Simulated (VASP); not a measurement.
# Fe (P6/mmm) in VASP: a series of runs

Runs on Fe. Level: PBEsol. Tasks: single point.

Everything below comes from runs of VASP 6.6.1. Logs are shortened: lines on timing, memory, paths and dates and some standing lists are left out, and cuts for length are marked.

## 1. The cell of the first run

The structure is hexagonal, space group P6/mmm (No. 191). Conventional cell: a = 3.758 Å, b = 3.758 Å, c = 2.361 Å, α = 90.00°, β = 90.00°, γ = 120.00°. Fe (site symmetry 6/mmm) has 14 Fe at 2.36 to 2.47 Å within 3.1 Å. Within 2.9 Å of Fe (site symmetry -6m2) lie 11 Fe at 2.17 to 2.47 Å.

This isn't the form of Fe at room conditions, which is bcc.

## 2. Single point, PBEsol (9.62 Å³/atom)

Input file INCAR:

```
SYSTEM = Fe
PREC     = Accurate       ! precision mode
ENCUT    = 520            ! plane-wave cutoff, eV
EDIFF    = 1E-6           ! SCF threshold, eV
ISMEAR   = -1             ! smearing method
SIGMA    = 0.1            ! smearing width, eV
LREAL    = .FALSE.        ! projectors in reciprocal space
LASPH    = .TRUE.         ! aspherical terms in the spheres
NELM     = 80             ! most SCF steps
ALGO     = Normal         ! electronic algorithm
ISIF     = 2              ! what is computed and relaxed
LWAVE    = .FALSE.        ! write WAVECAR
LCHARG   = .TRUE.         ! write CHGCAR
GGA      = PS             ! functional
LELF     = .TRUE.         ! ELF
LVHAR    = .TRUE.       
NBANDS   = 19             ! bands
```

Input file KPOINTS:

```
Automatic mesh
0
G
  11 11 15
  0 0 0
```

Input file POSCAR:

```
Fe
1.0
    3.7580093933      0.0000000000      0.0000000000
   -1.8790046967      3.2545316023      0.0000000000
    0.0000000000      0.0000000000      2.3606571220
Fe
3
Direct
    1.0000000000      1.0000000000      0.0000000000
    0.3333333333      0.6666666667      0.5000000000
    0.6666666667      0.3333333333      0.5000000000
```

Potentials or basis: VASP PAW PBE potentials, release 64 (Fe).

Run with:

```console
$ cat potpaw_PBE.64/Fe/POTCAR > POTCAR
$ mpirun -np 1 vasp_std > vasp.out
```

OUTCAR:

```text
SYSTEM = Fe
   PREC = Accurate
   ENCUT = 520
   EDIFF = 1E-6
   ISMEAR = -1
   LREAL = .FALSE.
   LASPH = .TRUE.
   NELM = 80
   ISIF = 2
   GGA = PS

 ion  position               nearest neighbor table
   1  0.000  0.000  0.000-   2 2.47   3 2.47   2 2.47   3 2.47   3 2.47   3 2.47   2 2.47   2 2.47
                             3 2.47   3 2.47   2 2.47   2 2.47
   2  0.333  0.667  0.500-   3 2.17   3 2.17   3 2.17   1 2.47   1 2.47   1 2.47   1 2.47   1 2.47
                             1 2.47
   3  0.667  0.333  0.500-   2 2.17   2 2.17   2 2.17   1 2.47   1 2.47   1 2.47   1 2.47   1 2.47
                             1 2.47

  LATTYP: Found a hexagonal cell.
 ALAT       =     3.7580093933
 C/A-ratio  =     0.6281669030

  Lattice vectors:

 A1 = (   3.7580093933,   0.0000000000,   0.0000000000)
 A2 = (  -1.8790046967,   3.2545316023,   0.0000000000)
 A3 = (   0.0000000000,   0.0000000000,   2.3606571220)

Analysis of symmetry for initial positions (statically):
=====================================================================
 Subroutine PRICEL returns:
 Original cell was already a primitive cell.

 Routine SETGRP: Setting up the symmetry group for a
 hexagonal supercell.

 Subroutine GETGRP returns: Found 24 space group operations
 (whereof 24 operations were pure point group operations)
 out of a pool of 24 trial point group operations.

The static configuration has the point symmetry D_6h.

Analysis of symmetry for dynamics (positions and initial velocities):
=====================================================================
 Subroutine PRICEL returns:
 Original cell was already a primitive cell.

 Routine SETGRP: Setting up the symmetry group for a
 hexagonal supercell.

 Subroutine GETGRP returns: Found 24 space group operations
 (whereof 24 operations were pure point group operations)
 out of a pool of 24 trial point group operations.

The dynamic configuration has the point symmetry D_6h.

 Subroutine INISYM returns: Found 24 space group operations
 (whereof 24 operations are pure point group operations),
 and found     1 'primitive' translations

----------------------------------------------------------------------------------------

                                     Primitive cell

  volume of cell :      28.8722

  direct lattice vectors                    reciprocal lattice vectors
     3.758009393  0.000000000  0.000000000     0.266098324  0.153631939  0.000000000
    -1.879004697  3.254531602  0.000000000     0.000000000  0.307263878  0.000000000
     0.000000000  0.000000000  2.360657122     0.000000000  0.000000000  0.423610863

  length of vectors
     3.758009393  3.758009393  2.360657122     0.307263878  0.307263878  0.423610863

  position of ions in fractional coordinates (direct lattice)
     0.000000000  0.000000000  0.000000000
     0.333333333  0.666666667  0.500000000
     0.666666667  0.333333333  0.500000000

  ion indices of the primitive-cell ions
   primitive index   ion index
                 1           1
                 2           2
                 3           3

----------------------------------------------------------------------------------------

 KPOINTS: Automatic mesh

Automatic generation of k-mesh.
 Grid dimensions read from file:
 generate k-points for:   11   11   15

 Generating k-lattice:

  Cartesian coordinates                     Fractional coordinates (reciprocal lattice)
     0.024190757  0.013966540  0.000000000     0.090909091  0.000000000  0.000000000
     0.000000000  0.027933080  0.000000000     0.000000000  0.090909091  0.000000000
     0.000000000  0.000000000  0.028240724     0.000000000  0.000000000  0.066666667

  Length of vectors
     0.027933080  0.027933080  0.028240724

  Shift w.r.t. Gamma in fractional coordinates (k-lattice)
     0.000000000  0.000000000  0.000000000

 Subroutine IBZKPT returns following result:
 ===========================================

 Found    128 irreducible k-points:

 Following reciprocal coordinates:
            Coordinates               Weight
  0.000000  0.000000  0.000000      1.000000
  0.090909  0.000000  0.000000      6.000000
  0.181818  0.000000  0.000000      6.000000
  0.272727  0.000000  0.000000      6.000000
  0.363636  0.000000  0.000000      6.000000
  0.454545  0.000000  0.000000      6.000000
[... 16 lines left out ...]
  0.090909  0.090909  0.066667     12.000000
  0.181818  0.090909  0.066667     24.000000
 [... further k-points ...]
   k-points           NKPTS =    128   k-points in BZ     NKDIM =    128   number of bands    NBANDS=     19
   number of dos      NEDOS =    301   number of ions     NIONS =      3
   total plane-waves  NPLWV =  14112
   dimension x,y,z NGX =    28 NGY =   28 NGZ =   18
   dimension x,y,z NGXF=    56 NGYF=   56 NGZF=   36
   ions per type =               3
   NGX,Y,Z   is equivalent  to a cutoff of  12.39, 12.39, 12.68 a.u.
   NGXF,Y,Z  is equivalent  to a cutoff of  24.77, 24.77, 25.35 a.u.
 SYSTEM =  Fe
   PREC   = accura    normal or accurate (medium, high low for compatibility)
   ISTART =      0    job   : 0-new  1-cont  2-samecut
   ICHARG =      2    charge: 1-file 2-atom 10-const
   ISPIN  =      1    spin polarized calculation?
   LNONCOLLINEAR =      F non collinear calculations
   LSORBIT =      F    spin-orbit coupling
   LASPH  =      T    aspherical Exc in radial PAW
   ENCUT  =  520.0 eV  38.22 Ry    6.18 a.u.   6.99  6.99  4.39*2*pi/ulx,y,z
   NELM   =     80;   NELMIN=  2; NELMDL= -5     # of ELM steps
   EDIFF  = 0.1E-05   stopping-criterion for ELM
   LREAL  =      F    real-space projection
   EDIFFG = 0.1E-04   stopping-criterion for IOM
   NSW    =      0    number of steps for IOM
   IBRION =     -1    ionic relax: 0-MD 1-quasi-New 2-CG
   NFREE  =      0    steps in history (QN), initial steepest desc. (CG)
   ISIF   =      2    stress and relaxation
   ISYM   =      2    0-nonsym 1-usesym 2-fastsym
   POTIM  = 0.5000    time-step for ionic-motion
   TEBEG  =    0.0;   TEEND  =   0.0 temperature during run
   PSTRESS=    0.0 pullay stress
   NELECT =      24.0000    total number of electrons
   NUPDOWN=      -1.0000    fix difference up-down
   EMIN   =  10.00;   EMAX   =-10.00  energy-range for DOS
   EFERMI =   0.00;   METHOD = LEGACY
   ISMEAR =    -1;   SIGMA  =   0.10  broadening in eV -4-tet -1-fermi 0-gaus
   EFERMI_NEDOS =   21; number of points for ismear=-14 and -15
   IALGO  =     38    algorithm
   IMIX   =      4    mixing-type and parameters
     AMIX     =   0.40;   BMIX     =  1.00
     AMIX_MAG =   1.60;   BMIX_MAG =  1.00
  volume/ion in A,a.u.               =       9.62        64.95
  Fermi-wavevector in a.u.,A,eV,Ry     =   1.539284  2.908825 32.237589  2.369396
  Thomas-Fermi vector in A             =   2.645534
   LORBIT       =      0    0 simple, 1 ext, 2 COOP (PROOUT), +10 PAW based schemes
   GGA     = PS    functional components
   LHFCALC =     F    Hartree Fock is set to
   AEXX    =    0.0000 exact exchange contribution
   IVDW    =     0    specifies the selected vdW correction
   LEPSILON=     F    determine dielectric tensor
   LRPA    =     F    only Hartree local field effects (RPA)
 non-spin polarized calculation
  energy-cutoff  :      520.00
  volume of cell :       28.87
 maximum number of plane-waves:       791
 NGX is ok and might be reduce to    28
   NGX = 13   NGY = 13   NGZ =  9

 number of electron      24.0000007 magnetization

 Free energy of the ion-electron system (eV)
  ---------------------------------------------------
  ext. energy  EPLUGINS =         0.00000000
  ---------------------------------------------------
  free energy    TOTEN  =       -26.30196088 eV

  energy without entropy =      -26.14078854  energy(sigma->0) =      -26.22137471

 E-fermi :   7.5639     XC(G=0): -14.2766

 val. band max:        7.5578507501   @ k =   0.2727   0.1818   0.4000
 cond. band min:       7.5640970487   @ k =   0.1818   0.1818   0.3333
 fundamental gap:      0.0062462985
 Fermi energy:         7.5638746061

 k-point     1 :       0.0000    0.0000    0.0000
  band No.  band energies     occupation
      1      -1.8599      2.00000
      2       2.6535      2.00000
      3       4.4142      2.00000
      4       4.4142      2.00000
      5       4.4400      2.00000
      6       4.4400      2.00000
[... 11 lines left out ...]
     18      16.0006      0.00000
     19      16.0085      0.00000

 k-point     2 :       0.0909    0.0000    0.0000
  band No.  band energies     occupation
      1      -1.7262      2.00000
      2       2.6861      2.00000
      3       3.9647      2.00000
      4       4.1516      2.00000
      5       4.5265      2.00000
      6       4.8472      2.00000
[... 11 lines left out ...]
     18      14.4388      0.00000
     19      17.0594      0.00000

 k-point     3 :       0.1818    0.0000    0.0000
  band No.  band energies     occupation
      1      -1.3337      2.00000
      2       2.7238      2.00000
      3       3.4872      2.00000
      4       4.0152      2.00000
      5       4.2358      2.00000
      6       5.1478      2.00000
[... 11 lines left out ...]
     18      12.9604      0.00000
     19      17.2326      0.00000

 k-point     4 :       0.2727    0.0000    0.0000
  band No.  band energies     occupation
      1      -0.7094      2.00000
      2       2.5418      2.00000
      3       3.2462      2.00000
      4       3.8786      2.00000
      5       4.0018      2.00000
      6       5.0458      2.00000
[... 11 lines left out ...]
     18      11.5687      0.00000
     19      17.2142      0.00000

 k-point     5 :       0.3636    0.0000    0.0000
  band No.  band energies     occupation
      1       0.0969      2.00000
      2       2.2197      2.00000
      3       2.8210      2.00000
      4       3.8849      2.00000
      5       4.0786      2.00000
      6       4.8232      2.00000
[... 11 lines left out ...]
     18      10.2730      0.00000
     19      17.1935      0.00000

 k-point     6 :       0.4545    0.0000    0.0000
  band No.  band energies     occupation
      1       0.9960      2.00000
      2       1.8646      2.00000
      3       2.2172      2.00000
      4       4.1745      2.00000
      5       4.1773      2.00000
      6       4.5178      2.00000
[... 11 lines left out ...]
     18       9.1029      0.00000
     19      17.1858      0.00000

 k-point     7 :       0.0909    0.0909    0.0000
  band No.  band energies     occupation
      1      -1.4632      2.00000
      2       2.7253      2.00000
      3       3.7118      2.00000
      4       3.7676      2.00000
      5       4.6662      2.00000
      6       4.8961      2.00000
[... 11 lines left out ...]
     18      13.0926      0.00000
     19      17.9362      0.00000

 k-point     8 :       0.1818    0.0909    0.0000
  band No.  band energies     occupation
      1      -0.9557      2.00000
      2       2.6573      2.00000
      3       3.3073      2.00000
      4       3.6409      2.00000
      5       4.4703      2.00000
      6       5.0799      2.00000
[... 256 lines left out ...]
 k-point    20 :       0.2727    0.0000    0.0667
  band No.  band energies     occupation
      1      -0.5852      2.00000
      2       2.6260      2.00000
      3       3.3064      2.00000
      4       3.8645      2.00000
      5       3.9766      2.00000
      6       5.1162      2.00000
[... 11 lines left out ...]
     18      11.7836      0.00000
     19      17.2265      0.00000

 k-point    21 :       0.3636    0.0000    0.0667
  band No.  band energies     occupation
      1       0.2122      2.00000
      2       2.3032      2.00000
      3       2.8959      2.00000
      4       3.8988      2.00000
      5       4.0620      2.00000
      6       4.8851      2.00000
[... 11 lines left out ...]
     18      10.5637      0.00000
     19      17.1970      0.00000

 k-point    22 :       0.4545    0.0000    0.0667
  band No.  band energies     occupation
      1       1.1003      2.00000
      2       1.9601      2.00000
      3       2.2921      2.00000
      4       4.1608      2.00000
      5       4.2114      2.00000
      6       4.5683      2.00000
[... 11 lines left out ...]
     18       9.5613      0.00000
     19      17.1857      0.00000

 k-point    23 :       0.0909    0.0909    0.0667
  band No.  band energies     occupation
      1      -1.3314      2.00000
      2       2.8240      2.00000
      3       3.6976      2.00000
      4       3.7371      2.00000
      5       4.6562      2.00000
      6       4.7717      2.00000
[... 11 lines left out ...]
     18      13.2327      0.00000
     19      18.0046      0.00000

 k-point    24 :       0.1818    0.0909    0.0667
  band No.  band energies     occupation
      1      -0.8289      2.00000
      2       2.7511      2.00000
      3       3.3364      2.00000
      4       3.6313      2.00000
      5       4.4630      2.00000
      6       5.0575      2.00000
[... 11 lines left out ...]
     18      12.0064      0.00000
     19      17.8807      0.00000

 [... further k-points ...]

------------------------ aborting loop because EDIFF is reached ----------------------------------------

  FORCE on cell =-STRESS in cart. coord.  units (eV):
  Direction    XX          YY          ZZ          XY          YZ          ZX
  --------------------------------------------------------------------------------------
  -------------------------------------------------------------------------------------
  Total        2.4706833      2.4706833      2.1923861     -0.0000000      0.0000000      0.0000000
  in kB      137.1034537    137.1034537    121.6601508     -0.0000000      0.0000000      0.0000000
  external PRESSURE =     131.9556861 kB  Pullay stress =       0.0000000 kB

 VOLUME and BASIS-vectors are now :
 -----------------------------------------------------------------------------
  energy-cutoff  :      520.00
  volume of cell :       28.87
      direct lattice vectors                 reciprocal lattice vectors
     3.758009393  0.000000000  0.000000000     0.266098324  0.153631939  0.000000000
    -1.879004697  3.254531602  0.000000000     0.000000000  0.307263878  0.000000000
     0.000000000  0.000000000  2.360657122     0.000000000  0.000000000  0.423610863

 POSITION                                       TOTAL-FORCE (eV/Angst)
 -----------------------------------------------------------------------------------
      0.00000      0.00000      0.00000         0.000000      0.000000      0.000000
     -0.00000      2.16969      1.18033         0.000000     -0.000000      0.000000
      1.87900      1.08484      1.18033        -0.000000      0.000000     -0.000000
 -----------------------------------------------------------------------------------
    total drift:                               -0.000000      0.000000     -0.000000

  FREE ENERGIE OF THE ION-ELECTRON SYSTEM (eV)
  ---------------------------------------------------
  free  energy   TOTEN  =       -26.3019608766 eV

  energy  without entropy=      -26.1407885365  energy(sigma->0) =      -26.22137471
```

It took 2.1 min on 1 thread of Intel Xeon 8259CL, shared host; peak memory 0.18 GiB.

What came out:

```yaml
Free_energy: -26.3020 eV
Pressure: 13.2 GPa
Band_gap_on_the_k_mesh: zero (bands 12 and 13 overlap by 1.60 eV)
```

Caveat: the cell stands under pressure; the PAW data sets were made with another functional, which shifts forces and pressure a little; the run has no spin polarisation, though such a crystal can be magnetic. Spin polarisation is off, so any magnetic state and its effect on volume and gap are missing.

## 3. Single point, PBEsol (10.03 Å³/atom)

This run uses another cell than the first one, of 10.03 Å³/atom.

Input file INCAR:

```
SYSTEM = Fe
PREC = Accurate
ENCUT = 520
EDIFF = 1E-6
ISMEAR = -1
SIGMA = 0.1
LREAL = .FALSE.
LASPH = .TRUE.
NELM = 100
ALGO = Normal
ISIF = 2
LWAVE = .FALSE.
LCHARG = .TRUE.
GGA = PS
LELF = .TRUE.
LVHAR = .TRUE.
NBANDS = 19
```

KPOINTS is that of step 2.

Input file POSCAR:

```
Fe
1.0
    3.8094953719      0.0000000000      0.0000000000
   -1.9047476859      3.2991197677      0.0000000000
    0.0000000000      0.0000000000      2.3929989098
Fe
3
Direct
    1.0000000000      1.0000000000      0.0000000000
    0.3333333333      0.6666666667      0.5000000000
    0.6666666667      0.3333333333      0.5000000000
```

Potentials or basis: VASP PAW PBE potentials, release 64 (Fe).

Run with:

```console
$ cat potpaw_PBE.64/Fe/POTCAR > POTCAR
$ mpirun -np 1 vasp_std > vasp.out
```

Run time: 98 s. Hardware: 1 thread of Intel Xeon 8259CL, shared host; peak memory 0.18 GiB.

Results (log left out):

- Free energy: -26.3468 eV
- Pressure: -0.4 GPa
- Band gap on the k mesh: zero (bands 12 and 13 overlap by 1.50 eV)

Stress tensor (GPa, compression positive):
```
-0.27  0.00  0.00
 0.00 -0.27  0.00
 0.00  0.00 -0.59
```

Levels at points of the mesh, in eV from the Fermi level:
| k point | band 9 | band 10 | band 11 | band 12 | band 13 | band 14 | band 15 | band 16 |
| --- | --- | --- | --- | --- | --- | --- | --- | --- |
| (0.00, 0.00, 0.00) | -1.40 | -1.40 | -0.91 | -0.91 | -0.82 | -0.82 | 1.01 | 1.01 |

Caveat: the PAW data sets were made with another functional, which shifts forces and pressure a little; the run has no spin polarisation, though such a crystal can be magnetic. Spin polarisation is off, so any magnetic state and its effect on volume and gap are missing.
